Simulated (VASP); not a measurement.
# GeSbTe3 (R3m) in VASP: single point with PBE

Aim: the single point of GeSbTe3 with PBE.

Everything below comes from runs of VASP 6.6.1. Logs are shortened: lines on timing, memory, paths and dates and some standing lists are left out, and cuts for length are marked.

### 1 The cell of the first run

The structure is trigonal, space group R3m (No. 160). The conventional cell has a = 4.155 Å, b = 4.155 Å, c = 31.202 Å, α = 90.00°, β = 90.00°, γ = 120.00°. Within 3.7 Å of Ge (site symmetry 3m) lie 6 Te at 2.83 to 3.16 Å. Sb (site symmetry 3m) has 6 Te at 3.02 to 3.10 Å and 6 Sb at 4.15 Å within 4.2 Å. Te (site symmetry 3m) has 3 Sb at 3.10 Å and 3 Ge at 3.16 Å and 9 Te at 4.15 to 4.30 Å within 4.3 Å. Te (site symmetry 3m) has 3 Sb at 3.02 Å and 9 Te at 3.87 to 4.15 Å within 4.2 Å. Te (site symmetry 3m) has 3 Ge at 2.83 Å within 3.7 Å.

### 2 Single point, PBE

Contents of INCAR:

```
PREC = Accurate
ENCUT = 520
EDIFF = 1E-6
ISMEAR = 0
SIGMA = 0.1
LREAL = F
LASPH = T
NELM = 100
ALGO = Normal
ISIF = 2
LWAVE = F
LCHARG = F
GGA = PE
NBANDS = 26
```

Contents of KPOINTS:

```
regular mesh
0
Gamma
  12 12 12
```

Contents of POSCAR:

```
GeSbTe3
1.0
    2.0774644471      1.1994246595     10.4005724983
   -2.0774644471      1.1994246595     10.4005724983
    0.0000000000     -2.3988493137     10.4005724989
Ge Sb Te
1 1 3
Direct
    0.5998297419      0.5998297419      0.5998297419
    0.3954375353      0.3954375353      0.3954375353
    0.9991310243      0.9991310243      0.9991310243
    0.7874279463      0.7874279463      0.7874279463
    0.2181747621      0.2181747621      0.2181747621
```

Potentials or basis: VASP PAW PBE potentials, release 64 (Ge_d, Sb, Te).

Launch:

```bash
cat potpaw_PBE.64/Ge_d/POTCAR potpaw_PBE.64/Sb/POTCAR potpaw_PBE.64/Te/POTCAR > POTCAR
mpirun -np 1 vasp_std > vasp.out
```

OUTCAR:

```text
PREC = Accurate
   ENCUT = 520
   EDIFF = 1E-6
   ISMEAR = 0
   LREAL = F
   LASPH = T
   NELM = 100
   ISIF = 2
   GGA = PE

 ion  position               nearest neighbor table
   1  0.600  0.600  0.600-   5 2.83   5 2.83   5 2.83   3 3.16   3 3.16   3 3.16
   2  0.395  0.395  0.395-   4 3.02   4 3.02   4 3.02   3 3.10   3 3.10   3 3.10
   3  0.999  0.999  0.999-   2 3.10   2 3.10   2 3.10   1 3.16   1 3.16   1 3.16
   4  0.787  0.787  0.787-   2 3.02   2 3.02   2 3.02
   5  0.218  0.218  0.218-   1 2.83   1 2.83   1 2.83

  LATTYP: Found a trigonal (rhomboedric) cell.
 ALAT       =    10.6736304196
 COS(alpha) =     0.9242342592

  Lattice vectors:

 A1 = (   2.0774644471,   1.1994246595,  10.4005724983)
 A2 = (  -2.0774644471,   1.1994246595,  10.4005724983)
 A3 = (   0.0000000000,  -2.3988493137,  10.4005724989)

Analysis of symmetry for initial positions (statically):
=====================================================================
 Subroutine PRICEL returns:
 Original cell was already a primitive cell.

 Routine SETGRP: Setting up the symmetry group for a
 trigonal (rhombohedral) supercell.

 Subroutine GETGRP returns: Found  6 space group operations
 (whereof  6 operations were pure point group operations)
 out of a pool of 12 trial point group operations.

The static configuration has the point symmetry C_3v.

Analysis of symmetry for dynamics (positions and initial velocities):
=====================================================================
 Subroutine PRICEL returns:
 Original cell was already a primitive cell.

 Routine SETGRP: Setting up the symmetry group for a
 trigonal (rhombohedral) supercell.

 Subroutine GETGRP returns: Found  6 space group operations
 (whereof  6 operations were pure point group operations)
 out of a pool of 12 trial point group operations.

The dynamic configuration has the point symmetry C_3v.

 Subroutine INISYM returns: Found  6 space group operations
 (whereof  6 operations are pure point group operations),
 and found     1 'primitive' translations

----------------------------------------------------------------------------------------

                                     Primitive cell

  volume of cell :     155.4945

  direct lattice vectors                    reciprocal lattice vectors
     2.077464447  1.199424659 10.400572498     0.240678006  0.138955511  0.032049518
    -2.077464447  1.199424659 10.400572498    -0.240678006  0.138955511  0.032049518
     0.000000000 -2.398849314 10.400572499     0.000000000 -0.277911023  0.032049518

  length of vectors
    10.673630420 10.673630420 10.673630420     0.279752941  0.279752941  0.279752941

  position of ions in fractional coordinates (direct lattice)
     0.599829742  0.599829742  0.599829742
     0.395437535  0.395437535  0.395437535
     0.999131024  0.999131024  0.999131024
     0.787427946  0.787427946  0.787427946
     0.218174762  0.218174762  0.218174762

  ion indices of the primitive-cell ions
   primitive index   ion index
                 1           1
                 2           2
                 3           3
                 4           4
                 5           5

----------------------------------------------------------------------------------------

 KPOINTS: regular mesh

Automatic generation of k-mesh.
 Grid dimensions read from file:
 generate k-points for:   12   12   12

 Generating k-lattice:

  Cartesian coordinates                     Fractional coordinates (reciprocal lattice)
     0.020056500  0.011579626  0.002670793     0.083333333  0.000000000  0.000000000
    -0.020056500  0.011579626  0.002670793     0.000000000  0.083333333  0.000000000
     0.000000000 -0.023159252  0.002670793     0.000000000  0.000000000  0.083333333

  Length of vectors
     0.023312745  0.023312745  0.023312745

  Shift w.r.t. Gamma in fractional coordinates (k-lattice)
     0.000000000  0.000000000  0.000000000

 Subroutine IBZKPT returns following result:
 ===========================================

 Found    189 irreducible k-points:

 Following reciprocal coordinates:
            Coordinates               Weight
  0.000000  0.000000  0.000000      1.000000
  0.083333 -0.000000 -0.000000      6.000000
  0.166667  0.000000  0.000000      6.000000
  0.250000 -0.000000 -0.000000      6.000000
  0.333333 -0.000000  0.000000      6.000000
  0.416667 -0.000000  0.000000      6.000000
[... 16 lines left out ...]
  0.500000  0.166667  0.000000     12.000000
 -0.416667  0.166667  0.000000     12.000000
 [... further k-points ...]
   k-points           NKPTS =    189   k-points in BZ     NKDIM =    189   number of bands    NBANDS=     26
   number of dos      NEDOS =    301   number of ions     NIONS =      5
   total plane-waves  NPLWV = 512000
   dimension x,y,z NGX =    80 NGY =   80 NGZ =   80
   dimension x,y,z NGXF=   160 NGYF=  160 NGZF=  160
   ions per type =               1   1   3
   NGX,Y,Z   is equivalent  to a cutoff of  12.46, 12.46, 12.46 a.u.
   NGXF,Y,Z  is equivalent  to a cutoff of  24.92, 24.92, 24.92 a.u.
 SYSTEM =  unknown system
   PREC   = accura    normal or accurate (medium, high low for compatibility)
   ISTART =      0    job   : 0-new  1-cont  2-samecut
   ICHARG =      2    charge: 1-file 2-atom 10-const
   ISPIN  =      1    spin polarized calculation?
   LNONCOLLINEAR =      F non collinear calculations
   LSORBIT =      F    spin-orbit coupling
   LASPH  =      T    aspherical Exc in radial PAW
   ENCUT  =  520.0 eV  38.22 Ry    6.18 a.u.  19.85 19.85 19.85*2*pi/ulx,y,z
   NELM   =    100;   NELMIN=  2; NELMDL= -5     # of ELM steps
   EDIFF  = 0.1E-05   stopping-criterion for ELM
   LREAL  =      F    real-space projection
   EDIFFG = 0.1E-04   stopping-criterion for IOM
   NSW    =      0    number of steps for IOM
   IBRION =     -1    ionic relax: 0-MD 1-quasi-New 2-CG
   NFREE  =      0    steps in history (QN), initial steepest desc. (CG)
   ISIF   =      2    stress and relaxation
   ISYM   =      2    0-nonsym 1-usesym 2-fastsym
   POTIM  = 0.5000    time-step for ionic-motion
   TEBEG  =    0.0;   TEEND  =   0.0 temperature during run
   PSTRESS=    0.0 pullay stress
   NELECT =      37.0000    total number of electrons
   NUPDOWN=      -1.0000    fix difference up-down
   EMIN   =  10.00;   EMAX   =-10.00  energy-range for DOS
   EFERMI =   0.00;   METHOD = LEGACY
   ISMEAR =     0;   SIGMA  =   0.10  broadening in eV -4-tet -1-fermi 0-gaus
   EFERMI_NEDOS =   21; number of points for ismear=-14 and -15
   IALGO  =     38    algorithm
   IMIX   =      4    mixing-type and parameters
     AMIX     =   0.40;   BMIX     =  1.00
     AMIX_MAG =   1.60;   BMIX_MAG =  1.00
  volume/ion in A,a.u.               =      31.10       209.87
  Fermi-wavevector in a.u.,A,eV,Ry     =   1.014465  1.917061 14.002288  1.029139
  Thomas-Fermi vector in A             =   2.147694
   LORBIT       =      0    0 simple, 1 ext, 2 COOP (PROOUT), +10 PAW based schemes
   GGA     = PE    functional components
   LHFCALC =     F    Hartree Fock is set to
   AEXX    =    0.0000 exact exchange contribution
   IVDW    =     0    specifies the selected vdW correction
   LEPSILON=     F    determine dielectric tensor
   LRPA    =     F    only Hartree local field effects (RPA)
 non-spin polarized calculation
 Gauss-broadening in eV      SIGMA  =   0.10
  energy-cutoff  :      520.00
  volume of cell :      155.49
 maximum number of plane-waves:      4239
   NGX = 39   NGY = 39   NGZ = 39

 number of electron      37.0000007 magnetization

 Free energy of the ion-electron system (eV)
  ---------------------------------------------------
  ext. energy  EPLUGINS =         0.00000000
  ---------------------------------------------------
  free energy    TOTEN  =       -18.43671089 eV

  energy without entropy =      -18.42431031  energy(sigma->0) =      -18.43051060

 E-fermi :   5.5616     XC(G=0):  -9.3102

 val. band max:        5.5614178311   @ k =  -0.1667   0.3333   0.0833
 cond. band min:       5.5672624930   @ k =  -0.1667   0.0833   0.0833
 fundamental gap:      0.0058446619
 Fermi energy:         5.5616465003

 k-point     1 :       0.0000    0.0000    0.0000
  band No.  band energies     occupation
      1     -18.9554      2.00000
      2     -18.9554      2.00000
      3     -18.9523      2.00000
      4     -18.9449      2.00000
      5     -18.9449      2.00000
      6      -7.1762      2.00000
[... 18 lines left out ...]
     25       8.4174      0.00000
     26      10.5790      0.00000

 k-point     2 :       0.0833   -0.0000   -0.0000
  band No.  band energies     occupation
      1     -18.9556      2.00000
      2     -18.9554      2.00000
      3     -18.9522      2.00000
      4     -18.9449      2.00000
      5     -18.9447      2.00000
      6      -7.1092      2.00000
[... 18 lines left out ...]
     25       8.7476      0.00000
     26      10.6700      0.00000

 k-point     3 :       0.1667    0.0000    0.0000
  band No.  band energies     occupation
      1     -18.9563      2.00000
      2     -18.9553      2.00000
      3     -18.9518      2.00000
      4     -18.9450      2.00000
      5     -18.9442      2.00000
      6      -6.9106      2.00000
[... 18 lines left out ...]
     25       9.4134      0.00000
     26      10.3240      0.00000

 k-point     4 :       0.2500   -0.0000   -0.0000
  band No.  band energies     occupation
      1     -18.9572      2.00000
      2     -18.9553      2.00000
      3     -18.9514      2.00000
      4     -18.9450      2.00000
      5     -18.9435      2.00000
      6      -6.5891      2.00000
[... 18 lines left out ...]
     25       9.8550      0.00000
     26      10.2552      0.00000
[... 496 lines left out ...]
      1     -18.9580      2.00000
      2     -18.9556      2.00000
      3     -18.9507      2.00000
      4     -18.9448      2.00000
      5     -18.9428      2.00000
      6      -5.9775      2.00000
[... 18 lines left out ...]
     25      10.2274      0.00000
     26      10.5246      0.00000

 k-point    23 :       0.5000    0.1667    0.0000
  band No.  band energies     occupation
      1     -18.9584      2.00000
      2     -18.9557      2.00000
      3     -18.9505      2.00000
      4     -18.9446      2.00000
      5     -18.9425      2.00000
      6      -5.5143      2.00000
[... 18 lines left out ...]
     25      10.0786      0.00000
     26      10.3534      0.00000

 k-point    24 :      -0.4167    0.1667    0.0000
  band No.  band energies     occupation
      1     -18.9586      2.00000
      2     -18.9558      2.00000
      3     -18.9504      2.00000
      4     -18.9445      2.00000
      5     -18.9424      2.00000
      6      -5.1859      2.00000
[... 18 lines left out ...]
     25       9.8843      0.00000
     26      10.1259      0.00000

 [... further k-points ...]

------------------------ aborting loop because EDIFF is reached ----------------------------------------

  FORCE on cell =-STRESS in cart. coord.  units (eV):
  Direction    XX          YY          ZZ          XY          YZ          ZX
  --------------------------------------------------------------------------------------
  -------------------------------------------------------------------------------------
  Total       -0.0179432     -0.0179432     -0.0023080      0.0000000      0.0000000      0.0000000
  in kB       -0.1848824     -0.1848824     -0.0237814      0.0000000      0.0000000      0.0000000
  external PRESSURE =      -0.1311821 kB  Pullay stress =       0.0000000 kB

 VOLUME and BASIS-vectors are now :
 -----------------------------------------------------------------------------
  energy-cutoff  :      520.00
  volume of cell :      155.49
      direct lattice vectors                 reciprocal lattice vectors
     2.077464447  1.199424659 10.400572498     0.240678006  0.138955511  0.032049518
    -2.077464447  1.199424659 10.400572498    -0.240678006  0.138955511  0.032049518
     0.000000000 -2.398849314 10.400572499     0.000000000 -0.277911023  0.032049518

 POSITION                                       TOTAL-FORCE (eV/Angst)
 -----------------------------------------------------------------------------------
      0.00000      0.00000     18.71572         0.000000      0.000000      0.017221
      0.00000      0.00000     12.33833         0.000000     -0.000000     -0.013555
      0.00000      0.00000     31.17460         0.000000      0.000000      0.002681
      0.00000      0.00000     24.56910         0.000000      0.000000      0.008544
      0.00000      0.00000      6.80743         0.000000     -0.000000     -0.014891
 -----------------------------------------------------------------------------------
    total drift:                               -0.000000      0.000000      0.000785

  FREE ENERGIE OF THE ION-ELECTRON SYSTEM (eV)
  ---------------------------------------------------
  free  energy   TOTEN  =       -18.4367108894 eV

  energy  without entropy=      -18.4243103140  energy(sigma->0) =      -18.43051060
```

It took 40 min on 1 thread of Intel Xeon 6975P-C (Granite Rapids), shared host; peak memory 1.5 GiB.

Results:

| Item | Value |
| --- | --- |
| Free energy | -18.4367 eV |
| Pressure | 0.0 GPa |
| Largest force | 0.017 eV/Å |
| Band gap on the k mesh | zero (an odd number of electrons rules out a gap without spin polarisation) |

Forces on the atoms (eV/Å):
```
Ge   0.000  0.000  0.017
Sb   0.000  0.000 -0.014
Te   0.000  0.000  0.003
Te   0.000  0.000  0.009
Te   0.000  0.000 -0.015
```

Caveat: spin-orbit coupling is left out, which moves the levels of the heavy elements.
